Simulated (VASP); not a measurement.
# Co (Fm-3m) in VASP: notebook

Runs on Co. Level: PBE. Tasks: single point.

Everything below comes from runs of VASP 6.6.1. Logs are shortened: lines on timing, memory, paths and dates and some standing lists are left out, and cuts for length are marked.

## 1. The cell of the first run

It takes space group Fm-3m (No. 225, cubic). Conventional cell: a = 3.592 Å, b = 3.592 Å, c = 3.592 Å, α = 90.00°, β = 90.00°, γ = 90.00°. Co (site symmetry m-3m) has 12 Co at 2.54 Å within 3.4 Å.

This isn't the form of Co at room conditions, which is hcp.

## 2. Single point, PBE, collinear spin, ferromagnetic start

INCAR reads:

```
SYSTEM = Co
PREC     = Accurate       ! precision mode
ENCUT    = 520            ! plane-wave cutoff, eV
EDIFF    = 1E-6           ! SCF threshold, eV
ISMEAR   = -1             ! smearing method
SIGMA    = 0.1            ! smearing width, eV
LREAL    = .FALSE.        ! projectors in reciprocal space
LASPH    = .TRUE.         ! aspherical terms in the spheres
NELM     = 150            ! most SCF steps
ALGO     = Normal         ! electronic algorithm
ISIF     = 2              ! what is computed and relaxed
LWAVE    = .FALSE.        ! write WAVECAR
LCHARG   = .FALSE.        ! write CHGCAR
ISPIN    = 2              ! spin polarisation
MAGMOM   = 3 3            ! initial moments
LORBIT   = 11             ! projections on sites
LMAXMIX  = 4              ! l up to which the mixer works
GGA      = PE             ! functional
NBANDS   = 20             ! bands
```

KPOINTS reads:

```
Automatic mesh
0
G
  7 14 14
  0 0 0
```

POSCAR reads:

```
Co
1.0
    0.0000000000      3.5921000000      3.5921000000
    1.7960500000      0.0000000000      1.7960500000
    1.7960500000      1.7960500000      0.0000000000
Co
2
Direct
    0.0000000000      0.0000000000      0.0000000000
    0.5000000000      0.0000000000      0.0000000000
```

Potentials or basis: VASP PAW PBE potentials, release 64 (Co).

Started as:

```console
> cat potpaw_PBE.64/Co/POTCAR > POTCAR
> mpirun -np 1 vasp_std > vasp.out
```

OUTCAR:

```text
SYSTEM = Co
   PREC = Accurate
   ENCUT = 520
   EDIFF = 1E-6
   ISMEAR = -1
   LREAL = .FALSE.
   LASPH = .TRUE.
   NELM = 150
   ISIF = 2
   ISPIN = 2
   LORBIT = 11
   GGA = PE

 ion  position               nearest neighbor table
   1  0.000  0.000  0.000-   2 2.54   2 2.54   2 2.54   2 2.54   2 2.54   2 2.54
   2  0.500  0.000  0.000-   1 2.54   1 2.54   1 2.54   1 2.54   1 2.54   1 2.54

  LATTYP: Found a trigonal (rhomboedric) cell.
 ALAT       =     4.3994060525
 COS(alpha) =     0.8333333333

  Lattice vectors:

 A1 = (   1.7960500000,  -1.7960500000,  -3.5921000000)
 A2 = (   3.5921000000,  -1.7960500000,  -1.7960500000)
 A3 = (   1.7960500000,  -3.5921000000,  -1.7960500000)

Analysis of symmetry for initial positions (statically):
=====================================================================
 Subroutine PRICEL returns following result:

  LATTYP: Found a face centered cubic cell.
 ALAT       =     3.5921000000
[... 12 lines left out ...]
 Subroutine GETGRP returns: Found 12 space group operations
 (whereof 12 operations were pure point group operations)
 out of a pool of 12 trial point group operations.

The static configuration has the point symmetry D_3d.

Analysis of symmetry for dynamics (positions and initial velocities):
=====================================================================
 Subroutine PRICEL returns following result:

  LATTYP: Found a face centered cubic cell.
 ALAT       =     3.5921000000
[... 12 lines left out ...]
 Subroutine GETGRP returns: Found 12 space group operations
 (whereof 12 operations were pure point group operations)
 out of a pool of 12 trial point group operations.

The dynamic configuration has the point symmetry D_3d.

Analysis of structural, dynamic, and magnetic symmetry:
=====================================================================
 Subroutine PRICEL returns following result:

  LATTYP: Found a face centered cubic cell.
 ALAT       =     3.5921000000
[... 12 lines left out ...]
 Subroutine GETGRP returns: Found 12 space group operations
 (whereof 12 operations were pure point group operations)
 out of a pool of 12 trial point group operations.

The overall configuration has the point symmetry D_3d.

 Subroutine INISYM returns: Found 12 space group operations
 (whereof 12 operations are pure point group operations),
 and found     2 'primitive' translations

----------------------------------------------------------------------------------------

                                     Primitive cell

  volume of cell :      11.5874

  direct lattice vectors                    reciprocal lattice vectors
     0.000000000  1.796050000  1.796050000    -0.278388686  0.278388686  0.278388686
     1.796050000  0.000000000  1.796050000     0.278388686 -0.278388686  0.278388686
     1.796050000  1.796050000  0.000000000     0.278388686  0.278388686 -0.278388686

  length of vectors
     2.539998269  2.539998269  2.539998269     0.482183349  0.482183349  0.482183349

  position of ions in fractional coordinates (direct lattice)
     0.000000000  0.000000000  0.000000000

  ion indices of the primitive-cell ions
   primitive index   ion index
                 1           1

----------------------------------------------------------------------------------------

 KPOINTS: Automatic mesh

Automatic generation of k-mesh.
 Grid dimensions read from file:
 generate k-points for:    7   14   14

 Generating k-lattice:

  Cartesian coordinates                     Fractional coordinates (reciprocal lattice)
    -0.019884906  0.019884906  0.019884906     0.142857143  0.000000000  0.000000000
     0.019884906 -0.019884906  0.019884906     0.000000000  0.071428571  0.000000000
     0.019884906  0.019884906 -0.019884906     0.000000000  0.000000000  0.071428571

  Length of vectors
     0.034441668  0.034441668  0.034441668

  Shift w.r.t. Gamma in fractional coordinates (k-lattice)
     0.000000000  0.000000000  0.000000000

 -----------------------------------------------------------------------------
|                                                                             |
[... 15 lines left out ...]
 -----------------------------------------------------------------------------

 Subroutine IBZKPT returns following result:
 ===========================================

 Found    144 irreducible k-points:

 Following reciprocal coordinates:
            Coordinates               Weight
  0.000000  0.000000  0.000000      1.000000
  0.142857  0.000000  0.000000      2.000000
  0.285714  0.000000  0.000000      2.000000
  0.428571  0.000000  0.000000      2.000000
  0.000000  0.071429  0.000000      6.000000
  0.142857  0.071429  0.000000      6.000000
[... 16 lines left out ...]
 -0.428571  0.214286  0.000000      6.000000
 -0.285714  0.214286  0.000000      6.000000
 [... further k-points ...]
   k-points           NKPTS =    144   k-points in BZ     NKDIM =    144   number of bands    NBANDS=     20
   number of dos      NEDOS =    301   number of ions     NIONS =      2
   total plane-waves  NPLWV =  16000
   dimension x,y,z NGX =    40 NGY =   20 NGZ =   20
   dimension x,y,z NGXF=    80 NGYF=   40 NGZF=   40
   ions per type =               2
   NGX,Y,Z   is equivalent  to a cutoff of  13.09, 13.09, 13.09 a.u.
   NGXF,Y,Z  is equivalent  to a cutoff of  26.18, 26.18, 26.18 a.u.
 SYSTEM =  Co
   PREC   = accura    normal or accurate (medium, high low for compatibility)
   ISTART =      0    job   : 0-new  1-cont  2-samecut
   ICHARG =      2    charge: 1-file 2-atom 10-const
   ISPIN  =      2    spin polarized calculation?
   LNONCOLLINEAR =      F non collinear calculations
   LSORBIT =      F    spin-orbit coupling
   LASPH  =      T    aspherical Exc in radial PAW
   ENCUT  =  520.0 eV  38.22 Ry    6.18 a.u.   9.45  4.72  4.72*2*pi/ulx,y,z
   NELM   =    150;   NELMIN=  2; NELMDL= -5     # of ELM steps
   EDIFF  = 0.1E-05   stopping-criterion for ELM
   LREAL  =      F    real-space projection
   EDIFFG = 0.1E-04   stopping-criterion for IOM
   NSW    =      0    number of steps for IOM
   IBRION =     -1    ionic relax: 0-MD 1-quasi-New 2-CG
   NFREE  =      0    steps in history (QN), initial steepest desc. (CG)
   ISIF   =      2    stress and relaxation
   ISYM   =      2    0-nonsym 1-usesym 2-fastsym
   POTIM  = 0.5000    time-step for ionic-motion
   TEBEG  =    0.0;   TEEND  =   0.0 temperature during run
   PSTRESS=    0.0 pullay stress
   NELECT =      18.0000    total number of electrons
   NUPDOWN=      -1.0000    fix difference up-down
   EMIN   =  10.00;   EMAX   =-10.00  energy-range for DOS
   EFERMI =   0.00;   METHOD = LEGACY
   ISMEAR =    -1;   SIGMA  =   0.10  broadening in eV -4-tet -1-fermi 0-gaus
   EFERMI_NEDOS =   21; number of points for ismear=-14 and -15
   IALGO  =     38    algorithm
   IMIX   =      4    mixing-type and parameters
     AMIX     =   0.40;   BMIX     =  1.00
     AMIX_MAG =   1.60;   BMIX_MAG =  1.00
  volume/ion in A,a.u.               =      11.59        78.20
  Fermi-wavevector in a.u.,A,eV,Ry     =   1.504852  2.843759 30.811493  2.264581
  Thomas-Fermi vector in A             =   2.615778
   LORBIT       =     11    0 simple, 1 ext, 2 COOP (PROOUT), +10 PAW based schemes
   GGA     = PE    functional components
   LHFCALC =     F    Hartree Fock is set to
   AEXX    =    0.0000 exact exchange contribution
   IVDW    =     0    specifies the selected vdW correction
   LEPSILON=     F    determine dielectric tensor
   LRPA    =     F    only Hartree local field effects (RPA)
 spin polarized calculation
  energy-cutoff  :      520.00
  volume of cell :       23.17
 maximum number of plane-waves:       641
 NGX is ok and might be reduce to    40
   NGX = 19   NGY =  9   NGZ =  9

 number of electron      18.0000011 magnetization       3.4044554

 Free energy of the ion-electron system (eV)
  ---------------------------------------------------
  ext. energy  EPLUGINS =         0.00000000
  ---------------------------------------------------
  free energy    TOTEN  =       -14.02426551 eV

  energy without entropy =      -13.94302524  energy(sigma->0) =      -13.98364537

 E-fermi :   9.4642     XC(G=0): -13.0228

 val. band max:        9.4566771562   @ k =  -0.1429   0.2143   0.0714
 cond. band min:       9.4658518826   @ k =   0.0000  -0.3571   0.2857
 fundamental gap:      0.0091747264
 Fermi energy:         9.4642266236

 spin component 1

 k-point     1 :       0.0000    0.0000    0.0000
  band No.  band energies     occupation
      1       0.8153      1.00000
      2       4.5238      1.00000
      3       6.6757      1.00000
      4       6.6757      1.00000
      5       6.8095      1.00000
      6       6.8095      1.00000
[... 541 lines left out ...]
     19      34.1985      0.00000
     20      35.5774      0.00000

 [... further k-points ...]

 spin component 2

 k-point     1 :       0.0000    0.0000    0.0000
  band No.  band energies     occupation
      1       0.8280      1.00000
      2       5.4671      1.00000
      3       8.4349      0.99997
      4       8.4349      0.99997
      5       8.4349      0.99997
      6       8.4442      0.99996
[... 541 lines left out ...]
     19      34.1577      0.00000
     20      35.8895      0.00000

 [... further k-points ...]

------------------------ aborting loop because EDIFF is reached ----------------------------------------

  FORCE on cell =-STRESS in cart. coord.  units (eV):
  Direction    XX          YY          ZZ          XY          YZ          ZX
  --------------------------------------------------------------------------------------
  -------------------------------------------------------------------------------------
  Total       -1.5689839     -1.5689839     -1.5689839     -0.0000043      0.0000043     -0.0000043
  in kB     -108.4710395   -108.4710395   -108.4710395     -0.0003001      0.0003001     -0.0003001
  external PRESSURE =    -108.4710395 kB  Pullay stress =       0.0000000 kB

 VOLUME and BASIS-vectors are now :
 -----------------------------------------------------------------------------
  energy-cutoff  :      520.00
  volume of cell :       23.17
      direct lattice vectors                 reciprocal lattice vectors
     0.000000000  3.592100000  3.592100000    -0.139194343  0.139194343  0.139194343
     1.796050000  0.000000000  1.796050000     0.278388686 -0.278388686  0.278388686
     1.796050000  1.796050000  0.000000000     0.278388686  0.278388686 -0.278388686

 POSITION                                       TOTAL-FORCE (eV/Angst)
 -----------------------------------------------------------------------------------
      0.00000      0.00000      0.00000        -0.000000      0.000000      0.000000
      0.00000      1.79605      1.79605         0.000000     -0.000000     -0.000000
 -----------------------------------------------------------------------------------
    total drift:                               -0.000000     -0.000000     -0.000000

  FREE ENERGIE OF THE ION-ELECTRON SYSTEM (eV)
  ---------------------------------------------------
  free  energy   TOTEN  =       -14.0242655062 eV

  energy  without entropy=      -13.9430252359  energy(sigma->0) =      -13.98364537

 total charge

# of ion       s       p       d       tot
------------------------------------------
    1        0.465   0.470   7.216   8.151
    2        0.465   0.470   7.216   8.151
--------------------------------------------------
tot          0.930   0.941  14.431  16.301

 magnetization (x)

# of ion       s       p       d       tot
------------------------------------------
    1       -0.011  -0.046   1.788   1.731
    2       -0.011  -0.046   1.788   1.731
--------------------------------------------------
tot         -0.021  -0.093   3.575   3.461
```

Wall time 1.8 min (1 thread of Intel Xeon Platinum 8488C (Sapphire Rapids), shared host); peak memory 0.22 GiB.

What came out:

```
Free energy                                           : -14.0243 eV
Pressure                                              : -10.8 GPa
Net moment                                            : 3.40 μB per cell
Site moments                                          : Co +1.73 μB
Valence electrons inside the program's atomic spheres : Co 8.15
```

Levels at points of the mesh, in eV from the Fermi level:
Spin up:
| k point | band 9 | band 10 | band 11 | band 12 | band 13 | band 14 |
| --- | --- | --- | --- | --- | --- | --- |
| (0.00, 0.00, 0.00) | -1.75 | -0.92 | -0.92 | -0.26 | 5.54 | 21.06 |
| (0.00, 0.50, 0.00) | -0.67 | -0.67 | -0.26 | 2.39 | 5.54 | 8.89 |
Spin down:
| k point | band 4 | band 5 | band 6 | band 7 | band 8 | band 9 | band 10 | band 11 |
| --- | --- | --- | --- | --- | --- | --- | --- | --- |
| (0.00, 0.00, 0.00) | -1.03 | -1.03 | -1.02 | -1.02 | -0.31 | 0.32 | 0.32 | 1.05 |
| (0.00, 0.50, 0.00) | -1.02 | -1.02 | -0.31 | 1.05 | 1.05 | 1.12 | 1.20 | 1.20 |

Caveat: the cell stands under tension.

[end of part 1 of 2]
